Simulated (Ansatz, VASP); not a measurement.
**Al: VASP beside Ansatz**

```
Al
1.0
     2.84580    0.00000    0.00000
    -1.42290    2.46454    0.00000
     0.00000    0.00000    9.24683
Al
4
Direct
  0.66667 0.33333 0.75000
  0.00000 0.00000 0.50000
  0.33333 0.66667 0.25000
  0.00000 0.00000 0.00000
```

Alike in both runs: task single point; functional r2SCAN; k mesh 11 × 11 × 3; occupations fermi-dirac, width 0.05 eV; no spin polarisation.

|  | VASP | Ansatz |
| --- | --- | --- |
| version | VASP 6.6.1 | Ansatz 0.2.0 |
| potentials or method | VASP PAW PBE potentials, release 64 (Al) | Ansatz PAW |
| plane-wave cutoff (eV) | 520 | 500 |
| valence electrons in the cell | 12 | 12 |

Ansatz gave:

```
gap on the k mesh at the Fermi level (eV)                     : none
pressure (GPa)                                                : -1.3
traceless stress, the component that is largest in VASP (GPa) : 1.34
```

**Question.** Estimate VASP's values.

**Answer.** gap on the k mesh at the Fermi level (eV): none; pressure (GPa): -1.6; traceless stress, the component that is largest in VASP (GPa): 1.34.

VASP's potentials were made for PBE, not for r2SCAN. A gap of «none» marks a metal or a gap that the smearing closes.
